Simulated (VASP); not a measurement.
# ReW5 in VASP: single point with PBE

Aim: the single point of ReW5 with PBE.

Everything below comes from runs of VASP 6.6.1. Logs are shortened: lines on timing, memory, paths and dates and some standing lists are left out, and cuts for length are marked.

**1. The cell of the first run**

The cell holds a slab with vacuum, 6 atoms: a = 3.183 Å, b = 3.183 Å, c = 23.959 Å, α = 90.00°, β = 90.00°, γ = 90.00°.

**2. Single point, PBE**

Contents of INCAR:

```
SYSTEM = ReW5
PREC = Accurate
ENCUT = 520
EDIFF = 1E-6
ISMEAR = -1
SIGMA = 0.08
LREAL = .FALSE.
LASPH = .TRUE.
NELM = 120
ALGO = Normal
ISIF = 2
LWAVE = .FALSE.
LCHARG = .FALSE.
LDIPOL = .TRUE.
IDIPOL = 3
DIPOL = 0.5 0.5 0.500
GGA = PE
NBANDS = 48
GGA_COMPAT = .FALSE.
NELMDL = -8
```

Contents of KPOINTS:

```
Automatic mesh
0
G
  11 11 1
  0 0 0
```

Contents of POSCAR:

```
ReW5
1.0
    3.1834185691      0.0000000000      0.0000000000
    0.0000000000      3.1834185691      0.0000000000
    0.0000000000      0.0000000000     23.9585000000
W Re
5 1
Direct
    0.2500000000      0.2500000000      0.3404682266
    0.7500000000      0.7500000000      0.3990730859
    0.7500000000      0.7500000000      0.5321487800
    0.2500000000      0.2500000000      0.6009269156
    0.7500000000      0.7500000000      0.6595317761
    0.2500000000      0.2500000000      0.4678512158
```

Potentials or basis: VASP PAW PBE potentials, release 64 (W_sv, Re).

Run with:

```bash
$ cat potpaw_PBE.64/W_sv/POTCAR potpaw_PBE.64/Re/POTCAR > POTCAR
$ mpirun -np 1 vasp_std > vasp.out
```

OUTCAR:

```text
SYSTEM = ReW5
   PREC = Accurate
   ENCUT = 520
   EDIFF = 1E-6
   ISMEAR = -1
   LREAL = .FALSE.
   LASPH = .TRUE.
   NELM = 120
   ISIF = 2
   GGA = PE
   NELMDL = -8

 ion  position               nearest neighbor table
   1  0.250  0.250  0.340-   2 2.65   2 2.65   2 2.65   2 2.65   6 3.05
   2  0.750  0.750  0.399-   1 2.65   1 2.65   1 2.65   1 2.65   6 2.79   6 2.79   6 2.79   6 2.79
                             3 3.19
   3  0.750  0.750  0.532-   6 2.73   6 2.73   6 2.73   6 2.73   4 2.79   4 2.79   4 2.79   4 2.79
                             5 3.05   2 3.19
   4  0.250  0.250  0.601-   5 2.65   5 2.65   5 2.65   5 2.65   3 2.79   3 2.79   3 2.79   3 2.79
                             6 3.19
   5  0.750  0.750  0.660-   4 2.65   4 2.65   4 2.65   4 2.65   3 3.05
   6  0.250  0.250  0.468-   3 2.73   3 2.73   3 2.73   3 2.73   2 2.79   2 2.79   2 2.79   2 2.79
                             1 3.05   4 3.19

  LATTYP: Found a simple tetragonal cell.
 ALAT       =     3.1834185691
 C/A-ratio  =     7.5260288523

  Lattice vectors:

 A1 = (   3.1834185691,   0.0000000000,   0.0000000000)
 A2 = (   0.0000000000,   3.1834185691,   0.0000000000)
 A3 = (   0.0000000000,   0.0000000000,  23.9585000000)

Analysis of symmetry for initial positions (statically):
=====================================================================
 Subroutine PRICEL returns:
 Original cell was already a primitive cell.

 Routine SETGRP: Setting up the symmetry group for a
 simple tetragonal supercell.

 Subroutine GETGRP returns: Found  8 space group operations
 (whereof  2 operations were pure point group operations)
 out of a pool of 16 trial point group operations.

The static configuration has the point symmetry C_1h.
 The point group associated with its full space group is C_4v.

Analysis of symmetry for dynamics (positions and initial velocities):
=====================================================================
 Subroutine PRICEL returns:
 Original cell was already a primitive cell.

 Routine SETGRP: Setting up the symmetry group for a
 simple tetragonal supercell.

 Subroutine GETGRP returns: Found  8 space group operations
 (whereof  2 operations were pure point group operations)
 out of a pool of 16 trial point group operations.

The dynamic configuration has the point symmetry C_1h.
 The point group associated with its full space group is C_4v.

 Subroutine INISYM returns: Found  8 space group operations
 (whereof  2 operations are pure point group operations),
 and found     1 'primitive' translations

[... 109 lines left out ...]
   NELECT =      77.0000    total number of electrons
   NUPDOWN=      -1.0000    fix difference up-down
   EMIN   =  10.00;   EMAX   =-10.00  energy-range for DOS
   EFERMI =   0.00;   METHOD = LEGACY
   ISMEAR =    -1;   SIGMA  =   0.08  broadening in eV -4-tet -1-fermi 0-gaus
   EFERMI_NEDOS =   21; number of points for ismear=-14 and -15
   IALGO  =     38    algorithm
   IMIX   =      4    mixing-type and parameters
     AMIX     =   0.40;   BMIX     =  1.00
     AMIX_MAG =   1.60;   BMIX_MAG =  1.00
  volume/ion in A,a.u.               =      40.47       273.08
  Fermi-wavevector in a.u.,A,eV,Ry     =   1.116407  2.109704 16.957831  1.246365
  Thomas-Fermi vector in A             =   2.253021
   LORBIT       =      0    0 simple, 1 ext, 2 COOP (PROOUT), +10 PAW based schemes
   GGA     = PE    functional components
   LHFCALC =     F    Hartree Fock is set to
   AEXX    =    0.0000 exact exchange contribution
   IVDW    =     0    specifies the selected vdW correction
   LEPSILON=     F    determine dielectric tensor
   LRPA    =     F    only Hartree local field effects (RPA)
 non-spin polarized calculation
  energy-cutoff  :      520.00
  volume of cell :      242.80
 maximum number of plane-waves:      6614
 NGX is ok and might be reduce to    24
   NGX = 11   NGY = 11   NGZ = 89

 dipolmoment           0.000000      0.000000     -0.016249 electrons x Angstroem

 number of electron      76.9999993 magnetization

 dipolmoment           0.000000      0.000000      0.000105 electrons x Angstroem

 Free energy of the ion-electron system (eV)
  ---------------------------------------------------
  ext. energy  EPLUGINS =         0.00000000
  ---------------------------------------------------
  free energy    TOTEN  =       -72.23246956 eV

  energy without entropy =      -72.14359591  energy(sigma->0) =      -72.18803274

 E-fermi :   1.8383     XC(G=0):  -6.3125

 val. band max:        1.8379509650   @ k =   0.4545   0.1818   0.0000
 cond. band min:       1.8408869737   @ k =   0.0909   0.0000   0.0000
 fundamental gap:      0.0029360087
 Fermi energy:         1.8383020245

 k-point     1 :       0.0000    0.0000    0.0000
  band No.  band energies     occupation
      1     -72.4775      2.00000
      2     -72.2532      2.00000
      3     -72.1064      2.00000
      4     -71.9234      2.00000
      5     -71.9043      2.00000
      6     -36.8015      2.00000
[... 1060 lines left out ...]
     47       4.6632      0.00000
     48       4.8516      0.00000

------------------------ aborting loop because EDIFF is reached ----------------------------------------

 vacuum level on the upper side and lower side of the slab       (xc-potential included)        -0.138        -0.143

  FORCE on cell =-STRESS in cart. coord.  units (eV):
  Direction    XX          YY          ZZ          XY          YZ          ZX
  --------------------------------------------------------------------------------------
  -------------------------------------------------------------------------------------
  Total       -5.4317848     -5.4317848     -1.9789256      0.0000000      0.0000000      0.0000000
  in kB      -35.8431379    -35.8431379    -13.0584893      0.0000000      0.0000000      0.0000000
  external PRESSURE =     -28.2482550 kB  Pullay stress =       0.0000000 kB

 VOLUME and BASIS-vectors are now :
 -----------------------------------------------------------------------------
  energy-cutoff  :      520.00
  volume of cell :      242.80
      direct lattice vectors                 reciprocal lattice vectors
     3.183418569  0.000000000  0.000000000     0.314127715  0.000000000  0.000000000
     0.000000000  3.183418569  0.000000000     0.000000000  0.314127715  0.000000000
     0.000000000  0.000000000 23.958500000     0.000000000  0.000000000  0.041738840

 POSITION                                       TOTAL-FORCE (eV/Angst)
 -----------------------------------------------------------------------------------
      0.79585      0.79585      8.15711        -0.000000     -0.000000      0.466643
      2.38756      2.38756      9.56119        -0.000000     -0.000000     -0.422410
      2.38756      2.38756     12.74949         0.000000      0.000000     -0.287365
      0.79585      0.79585     14.39731         0.000000      0.000000      0.133479
      2.38756      2.38756     15.80139         0.000000     -0.000000     -0.252467
      0.79585      0.79585     11.20901         0.000000     -0.000000      0.362121
 -----------------------------------------------------------------------------------
    total drift:                                0.000000      0.000000      0.000385

  FREE ENERGIE OF THE ION-ELECTRON SYSTEM (eV)
  ---------------------------------------------------
  free  energy   TOTEN  =       -72.2324695630 eV

  energy  without entropy=      -72.1435959101  energy(sigma->0) =      -72.18803274

 vacuum level on the upper side and lower side of the slab         5.770         5.765
```

OSZICAR:

```text
N       E                     dE             d eps       ncg     rms          rms(c)
DAV:   1     0.866594946744E+03    0.86659E+03   -0.47189E+04  3272   0.157E+03
DAV:   2    -0.384065209684E+02   -0.90500E+03   -0.88096E+03  3224   0.550E+02
DAV:   3    -0.757528130535E+02   -0.37346E+02   -0.35723E+02  3384   0.114E+02
[... 28 lines left out ...]
DAV:  32    -0.722324636976E+02   -0.34327E-05   -0.40658E-07  1552   0.778E-03    0.101E-03
DAV:  33    -0.722324657239E+02   -0.20263E-05   -0.15795E-07  1392   0.402E-03    0.834E-04
DAV:  34    -0.722324681286E+02   -0.24047E-05   -0.15514E-07  1504   0.527E-03    0.575E-04
DAV:  35    -0.722324692617E+02   -0.11331E-05   -0.87847E-08  1360   0.288E-03    0.235E-04
DAV:  36    -0.722324695630E+02   -0.30130E-06   -0.47067E-08  1296   0.384E-03
   1 F= -.72232470E+02 E0= -.72188033E+02  d E =-.888737E-01
```

stdout:

```text
POSCAR found type information on POSCAR W Re
 POSCAR found :  2 types and       6 ions
 scaLAPACK will be used
 LDA part: xc-table for (Slater+PW92), standard interpolation
 POSCAR, INCAR and KPOINTS ok, starting setup
 FFT: planning ... GRIDC
 FFT: planning ... GRID_SOFT
 FFT: planning ... GRID
 WAVECAR not read
 entering main loop
```

Run time: 6.1 min. Hardware: 1 thread of Intel Xeon 6975P-C (Granite Rapids), shared host; peak memory 0.42 GiB.

Results:

| Quantity | Value |
| --- | --- |
| Free energy | -72.2325 eV |
| Largest force | 0.467 eV/Å |
| Band gap on the k mesh | zero (an odd number of electrons rules out a gap without spin polarisation) |

Forces on the atoms (eV/Å):
```
W    0.000  0.000  0.467
W    0.000  0.000 -0.422
W    0.000  0.000 -0.287
W    0.000  0.000  0.133
W    0.000  0.000 -0.252
Re   0.000  0.000  0.362
```

Caveat: spin-orbit coupling is left out, which moves the levels of the heavy elements.
